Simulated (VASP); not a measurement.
# La: single point with PBE

The system is La.

```
CELL_PARAMETERS angstrom
0.00000 2.64455 2.64455
2.64455 0.00000 2.64455
2.64455 2.64455 0.00000
ATOMIC_POSITIONS crystal
La 0.00000 0.00000 0.00000
```

This isn't the form of La at room conditions, which is double hcp.

* Program: VASP 6.6.1
* Task: single point
* Functional: PBE
* Potentials or basis: VASP PAW PBE potentials, release 64 (La)
* Cutoff: 520 eV
* k mesh: 11 × 11 × 11
* Occupations: fermi-dirac, width 0.136057 eV
* Spin: no spin polarisation
* Dipole correction: no
* Further INCAR settings: ALGO = Normal; EDIFF = 1e-06; NBANDS = 12

```json
{
  "Pressure": "0.2 GPa",
  "Band gap on the k mesh": "zero (an odd number of electrons rules out a gap without spin polarisation)"
}
```

Levels at points of the mesh, in eV from the Fermi level:
| k point | band 1 | band 2 | band 3 | band 4 | band 5 | band 6 | band 7 | band 8 | band 9 | band 10 |
| --- | --- | --- | --- | --- | --- | --- | --- | --- | --- | --- |
| (0.00, 0.00, 0.00) | -32.83 | -15.82 | -15.82 | -15.82 | -3.16 | 1.34 | 1.51 | 1.51 | 1.51 | 1.85 |

Run time: 34 s on 1 thread of AMD EPYC 7R13 Processor (Zen 3) (shared host), peak memory 0.15 GiB.

Caveat: spin-orbit coupling is left out, which moves the levels of the heavy elements.
